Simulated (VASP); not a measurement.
# Ru (P6_3/mmc) in VASP: a series of runs

The runs below take Ru through single point, with PBE.

All numbers are computed with VASP 6.6.1; they aren't measurements. Logs are shortened: lines on timing, memory, paths and dates and some standing lists are left out, and cuts for length are marked.

**1. The cell of the first run**

Symmetry: P6_3/mmc, No. 194, hexagonal system. The conventional cell has a = 2.724 Å, b = 2.724 Å, c = 4.289 Å, α = 90.00°, β = 90.00°, γ = 120.00°. Within 3.5 Å of Ru (site symmetry -6m2) lie 12 Ru at 2.66 to 2.72 Å.

**2. Single point, PBE**

INCAR

```
ALGO = Normal
EDIFF = 1E-7
ENCUT = 520
GGA = PE
ISIF = 2
ISMEAR = -1
LASPH = T
LCHARG = F
LREAL = F
LWAVE = F
NBANDS = 21
NELM = 100
PREC = Accurate
SIGMA = 0.1
```

KPOINTS

```
k-points
0
Gamma
  5 5 3
```

POSCAR

```
Ru
1.0
    2.7235595794      0.0000000000      0.0000000000
   -1.3617797897      2.3586717845      0.0000000000
    0.0000000000      0.0000000000      4.2890849607
Ru
2
Direct
    0.3333333333      0.6666666667      0.2500000000
    0.6666666667      0.3333333333      0.7500000000
```

Potentials or basis: VASP PAW PBE potentials, release 64 (Ru_pv).

On the command line:

```bash
cat potpaw_PBE.64/Ru_pv/POTCAR > POTCAR
mpirun -np 1 vasp_std > vasp.out
```

OUTCAR:

```text
EDIFF = 1E-7
   ENCUT = 520
   GGA = PE
   ISIF = 2
   ISMEAR = -1
   LASPH = T
   LREAL = F
   NELM = 100
   PREC = Accurate

 ion  position               nearest neighbor table
   1  0.333  0.667  0.250-   2 2.66   2 2.66   2 2.66   2 2.66   2 2.66   2 2.66
   2  0.667  0.333  0.750-   1 2.66   1 2.66   1 2.66   1 2.66   1 2.66   1 2.66

  LATTYP: Found a hexagonal cell.
 ALAT       =     2.7235595794
 C/A-ratio  =     1.5748085679

  Lattice vectors:

 A1 = (   2.7235595794,   0.0000000000,   0.0000000000)
 A2 = (  -1.3617797897,   2.3586717845,   0.0000000000)
 A3 = (   0.0000000000,   0.0000000000,   4.2890849607)

Analysis of symmetry for initial positions (statically):
=====================================================================
 Subroutine PRICEL returns:
 Original cell was already a primitive cell.

 Routine SETGRP: Setting up the symmetry group for a
 hexagonal supercell.

 Subroutine GETGRP returns: Found 24 space group operations
 (whereof 12 operations were pure point group operations)
 out of a pool of 24 trial point group operations.

The static configuration has the point symmetry D_3d.
 The point group associated with its full space group is D_6h.

Analysis of symmetry for dynamics (positions and initial velocities):
=====================================================================
 Subroutine PRICEL returns:
 Original cell was already a primitive cell.

 Routine SETGRP: Setting up the symmetry group for a
 hexagonal supercell.

 Subroutine GETGRP returns: Found 24 space group operations
 (whereof 12 operations were pure point group operations)
 out of a pool of 24 trial point group operations.

The dynamic configuration has the point symmetry D_3d.
 The point group associated with its full space group is D_6h.

 Subroutine INISYM returns: Found 24 space group operations
 (whereof 12 operations are pure point group operations),
 and found     1 'primitive' translations

----------------------------------------------------------------------------------------

                                     Primitive cell

  volume of cell :      27.5530

  direct lattice vectors                    reciprocal lattice vectors
     2.723559579  0.000000000  0.000000000     0.367166559  0.211983712  0.000000000
    -1.361779790  2.358671784  0.000000000     0.000000000  0.423967424  0.000000000
     0.000000000  0.000000000  4.289084961     0.000000000  0.000000000  0.233149963

  length of vectors
     2.723559579  2.723559579  4.289084961     0.423967424  0.423967424  0.233149963

  position of ions in fractional coordinates (direct lattice)
     0.333333333  0.666666667  0.250000000
     0.666666667  0.333333333  0.750000000

  ion indices of the primitive-cell ions
   primitive index   ion index
                 1           1
                 2           2

----------------------------------------------------------------------------------------

 KPOINTS: k-points

Automatic generation of k-mesh.
 Grid dimensions read from file:
 generate k-points for:    5    5    3

 Generating k-lattice:

  Cartesian coordinates                     Fractional coordinates (reciprocal lattice)
     0.073433312  0.042396742  0.000000000     0.200000000  0.000000000  0.000000000
     0.000000000  0.084793485  0.000000000     0.000000000  0.200000000  0.000000000
     0.000000000  0.000000000  0.077716654     0.000000000  0.000000000  0.333333333

  Length of vectors
     0.084793485  0.084793485  0.077716654

  Shift w.r.t. Gamma in fractional coordinates (k-lattice)
     0.000000000  0.000000000  0.000000000

 Subroutine IBZKPT returns following result:
 ===========================================

 Found     10 irreducible k-points:

 Following reciprocal coordinates:
            Coordinates               Weight
  0.000000  0.000000  0.000000      1.000000
  0.200000  0.000000  0.000000      6.000000
  0.400000  0.000000  0.000000      6.000000
  0.200000  0.200000  0.000000      6.000000
  0.400000  0.200000  0.000000      6.000000
  0.000000  0.000000  0.333333      2.000000
  0.200000  0.000000  0.333333     12.000000
  0.400000  0.000000  0.333333     12.000000
  0.200000  0.200000  0.333333     12.000000
  0.400000  0.200000  0.333333     12.000000
   k-points           NKPTS =     10   k-points in BZ     NKDIM =     10   number of bands    NBANDS=     21
   number of dos      NEDOS =    301   number of ions     NIONS =      2
   total plane-waves  NPLWV =  12800
   dimension x,y,z NGX =    20 NGY =   20 NGZ =   32
   dimension x,y,z NGXF=    40 NGYF=   40 NGZF=   64
   ions per type =               2
   NGX,Y,Z   is equivalent  to a cutoff of  12.21, 12.21, 12.40 a.u.
   NGXF,Y,Z  is equivalent  to a cutoff of  24.42, 24.42, 24.81 a.u.
 SYSTEM =  unknown system
   PREC   = accura    normal or accurate (medium, high low for compatibility)
   ISTART =      0    job   : 0-new  1-cont  2-samecut
   ICHARG =      2    charge: 1-file 2-atom 10-const
   ISPIN  =      1    spin polarized calculation?
   LNONCOLLINEAR =      F non collinear calculations
   LSORBIT =      F    spin-orbit coupling
   LASPH  =      T    aspherical Exc in radial PAW
   ENCUT  =  520.0 eV  38.22 Ry    6.18 a.u.   5.06  5.06  7.97*2*pi/ulx,y,z
   NELM   =    100;   NELMIN=  2; NELMDL= -5     # of ELM steps
   EDIFF  = 0.1E-06   stopping-criterion for ELM
   LREAL  =      F    real-space projection
   EDIFFG = 0.1E-05   stopping-criterion for IOM
   NSW    =      0    number of steps for IOM
   IBRION =     -1    ionic relax: 0-MD 1-quasi-New 2-CG
   NFREE  =      0    steps in history (QN), initial steepest desc. (CG)
   ISIF   =      2    stress and relaxation
   ISYM   =      2    0-nonsym 1-usesym 2-fastsym
   POTIM  = 0.5000    time-step for ionic-motion
   TEBEG  =    0.0;   TEEND  =   0.0 temperature during run
   PSTRESS=    0.0 pullay stress
   NELECT =      28.0000    total number of electrons
   NUPDOWN=      -1.0000    fix difference up-down
   EMIN   =  10.00;   EMAX   =-10.00  energy-range for DOS
   EFERMI =   0.00;   METHOD = LEGACY
   ISMEAR =    -1;   SIGMA  =   0.10  broadening in eV -4-tet -1-fermi 0-gaus
   EFERMI_NEDOS =   21; number of points for ismear=-14 and -15
   IALGO  =     38    algorithm
   IMIX   =      4    mixing-type and parameters
     AMIX     =   0.40;   BMIX     =  1.00
     AMIX_MAG =   1.60;   BMIX_MAG =  1.00
  volume/ion in A,a.u.               =      13.78        92.97
  Fermi-wavevector in a.u.,A,eV,Ry     =   1.645904  3.110308 36.858181  2.709000
  Thomas-Fermi vector in A             =   2.735622
   LORBIT       =      0    0 simple, 1 ext, 2 COOP (PROOUT), +10 PAW based schemes
   GGA     = PE    functional components
   LHFCALC =     F    Hartree Fock is set to
   AEXX    =    0.0000 exact exchange contribution
   IVDW    =     0    specifies the selected vdW correction
   LEPSILON=     F    determine dielectric tensor
   LRPA    =     F    only Hartree local field effects (RPA)
 non-spin polarized calculation
  energy-cutoff  :      520.00
  volume of cell :       27.55
 maximum number of plane-waves:       753
   NGX = 11   NGY = 11   NGZ = 15

 number of electron      28.0000012 magnetization

 Free energy of the ion-electron system (eV)
  ---------------------------------------------------
  ext. energy  EPLUGINS =         0.00000000
  ---------------------------------------------------
  free energy    TOTEN  =       -18.50562330 eV

  energy without entropy =      -18.44852615  energy(sigma->0) =      -18.47707473

 E-fermi :  12.6712     XC(G=0): -14.0146

 val. band max:       12.6580834308   @ k =   0.4000   0.0000   0.3333
 cond. band min:      12.8122731692   @ k =   0.2000   0.0000   0.3333
 fundamental gap:      0.1541897384
 Fermi energy:        12.6711554849

 k-point     1 :       0.0000    0.0000    0.0000
  band No.  band energies     occupation
      1     -30.9207      2.00000
      2     -30.0531      2.00000
      3     -30.0531      2.00000
      4     -29.8859      2.00000
      5     -29.8859      2.00000
      6     -29.8145      2.00000
[... 13 lines left out ...]
     20      23.1964      0.00000
     21      23.2043      0.00000

 k-point     2 :       0.2000    0.0000    0.0000
  band No.  band energies     occupation
      1     -30.7971      2.00000
      2     -30.2960      2.00000
      3     -30.1340      2.00000
      4     -30.1331      2.00000
      5     -29.9210      2.00000
      6     -29.8769      2.00000
[... 13 lines left out ...]
     20      23.1963      0.00000
     21      23.2008      0.00000

 k-point     3 :       0.4000    0.0000    0.0000
  band No.  band energies     occupation
      1     -30.6890      2.00000
      2     -30.5290      2.00000
      3     -30.5090      2.00000
      4     -30.2531      2.00000
      5     -30.0453      2.00000
      6     -29.9853      2.00000
[... 13 lines left out ...]
     20      23.1960      0.00000
     21      23.2500      0.00000

 k-point     4 :       0.2000    0.2000    0.0000
  band No.  band energies     occupation
      1     -30.5940      2.00000
      2     -30.5010      2.00000
      3     -30.4843      2.00000
      4     -30.2179      2.00000
      5     -30.0597      2.00000
      6     -29.9994      2.00000
[... 13 lines left out ...]
     20      23.1958      0.00000
     21      23.1983      0.00000

 k-point     5 :       0.4000    0.2000    0.0000
  band No.  band energies     occupation
      1     -30.6850      2.00000
      2     -30.5030      2.00000
      3     -30.3948      2.00000
      4     -30.3830      2.00000
      5     -30.1600      2.00000
      6     -30.1557      2.00000
[... 13 lines left out ...]
     20      23.1960      0.00000
     21      23.1977      0.00000

 k-point     6 :       0.0000    0.0000    0.3333
  band No.  band energies     occupation
      1     -30.6551      2.00000
      2     -30.1026      2.00000
      3     -30.0116      2.00000
      4     -30.0116      2.00000
      5     -29.9280      2.00000
      6     -29.9280      2.00000
[... 13 lines left out ...]
     20      23.1963      0.00000
     21      26.7001      0.00000

 k-point     7 :       0.2000    0.0000    0.3333
  band No.  band energies     occupation
      1     -30.6418      2.00000
      2     -30.3179      2.00000
      3     -30.1808      2.00000
      4     -30.0807      2.00000
      5     -29.9746      2.00000
      6     -29.9740      2.00000
[... 13 lines left out ...]
     20      23.1963      0.00000
     21      26.5908      0.00000

 k-point     8 :       0.4000    0.0000    0.3333
  band No.  band energies     occupation
      1     -30.8051      2.00000
      2     -30.6868      2.00000
      3     -30.2384      2.00000
      4     -30.1871      2.00000
      5     -30.0532      2.00000
      6     -30.0334      2.00000
[... 13 lines left out ...]
     20      23.1955      0.00000
     21      23.5030      0.00000

 k-point     9 :       0.2000    0.2000    0.3333
  band No.  band energies     occupation
      1     -30.6961      2.00000
      2     -30.5846      2.00000
      3     -30.2569      2.00000
      4     -30.2349      2.00000
      5     -30.1006      2.00000
      6     -29.9800      2.00000
[... 13 lines left out ...]
     20      23.1960      0.00000
     21      25.8485      0.00000

 k-point    10 :       0.4000    0.2000    0.3333
  band No.  band energies     occupation
      1     -30.7658      2.00000
      2     -30.6873      2.00000
      3     -30.4200      2.00000
      4     -30.2662      2.00000
      5     -30.1103      2.00000
      6     -30.0204      2.00000
[... 13 lines left out ...]
     20      23.1913      0.00000
     21      23.5171      0.00000

------------------------ aborting loop because EDIFF is reached ----------------------------------------

  FORCE on cell =-STRESS in cart. coord.  units (eV):
  Direction    XX          YY          ZZ          XY          YZ          ZX
  --------------------------------------------------------------------------------------
  -------------------------------------------------------------------------------------
  Total       -0.6045949     -0.6045949      0.8424812     -0.0000000      0.0000000      0.0000000
  in kB      -35.1565298    -35.1565298     48.9893605     -0.0000000      0.0000000      0.0000000
  external PRESSURE =      -7.1078997 kB  Pullay stress =       0.0000000 kB

 VOLUME and BASIS-vectors are now :
 -----------------------------------------------------------------------------
  energy-cutoff  :      520.00
  volume of cell :       27.55
      direct lattice vectors                 reciprocal lattice vectors
     2.723559579  0.000000000  0.000000000     0.367166559  0.211983712  0.000000000
    -1.361779790  2.358671784  0.000000000     0.000000000  0.423967424  0.000000000
     0.000000000  0.000000000  4.289084961     0.000000000  0.000000000  0.233149963

 POSITION                                       TOTAL-FORCE (eV/Angst)
 -----------------------------------------------------------------------------------
     -0.00000      1.57245      1.07227         0.000000      0.000000      0.000000
      1.36178      0.78622      3.21681        -0.000000     -0.000000      0.000000
 -----------------------------------------------------------------------------------
    total drift:                               -0.000000      0.000000     -0.000000

  FREE ENERGIE OF THE ION-ELECTRON SYSTEM (eV)
  ---------------------------------------------------
  free  energy   TOTEN  =       -18.5056233037 eV

  energy  without entropy=      -18.4485261529  energy(sigma->0) =      -18.47707473
```

Wall time 9.7 s (1 thread of Intel Xeon 8259CL, shared host); peak memory 0.13 GiB.

Results:

- Free energy: -18.5056 eV
- Pressure: -0.7 GPa
- Band gap on the k mesh: zero (band 14 reaches 13.62 eV, above the bottom of band 15 at 11.25 eV)

Stress tensor (GPa, compression positive):
```
-3.52  0.00  0.00
 0.00 -3.52  0.00
 0.00  0.00  4.90
```

Levels at points of the mesh, in eV from the Fermi level:
| k point | band 12 | band 13 | band 14 | band 15 | band 16 | band 17 |
| --- | --- | --- | --- | --- | --- | --- |
| (0.00, 0.00, 0.00) | -1.92 | -1.92 | -1.42 | -1.42 | 1.13 | 1.13 |

Caveat: the k points lie up to 0.53 Å⁻¹ apart.

**3. Single point, PBE**

INCAR

```
SYSTEM = Ru
PREC = Accurate ; ENCUT = 520
EDIFF = 1E-7 ; ISMEAR = -1
SIGMA = 0.1 ; LREAL = .FALSE.
LASPH = .TRUE. ; NELM = 80
ALGO = Normal ; ISIF = 2
LWAVE = .FALSE. ; LCHARG = .FALSE.
GGA = PE ; NBANDS = 21
```

KPOINTS

```
regular mesh
0
G
  6 6 4
  0 0 0
```

POSCAR is that of step 2.

Potentials or basis: VASP PAW PBE potentials, release 64 (Ru_pv).

On the command line:

```bash
cat potpaw_PBE.64/Ru_pv/POTCAR > POTCAR
mpirun -np 1 vasp_std > vasp.out
```

It took 15 s on 1 thread of Intel Xeon 8259CL, shared host; peak memory 0.14 GiB.

The run converged. Its results:

```
Free energy            : -18.4431 eV
Pressure               : 0.8 GPa
Band gap on the k mesh : zero (band 14 reaches 13.94 eV, above the bottom of band 15 at 11.18 eV)
```

Stress tensor (GPa, compression positive):
```
 1.93  0.00  0.00
 0.00  1.93  0.00
 0.00  0.00 -1.57
```

Levels at points of the mesh, in eV from the Fermi level:
```csv
k point,band 10,band 11,band 12,band 13,band 14,band 15,band 16,band 17,band 18,band 19
"(0.00, 0.00, 0.00)",-2.74,-2.53,-2.06,-2.06,-1.60,-1.60,0.95,0.95,1.13,9.99
"(0.50, 0.00, 0.00)",-3.18,-2.21,-1.98,-1.67,1.16,1.58,1.69,3.77,5.80,10.23
"(0.00, 0.00, 0.50)",-2.92,-2.92,-2.92,-2.84,-2.84,0.33,0.33,0.33,0.33,10.23
"(0.50, 0.00, 0.50)",-4.61,-1.25,-1.25,0.23,0.23,1.42,1.42,3.13,3.13,10.15
```

Caveat: the k points lie up to 0.44 Å⁻¹ apart.
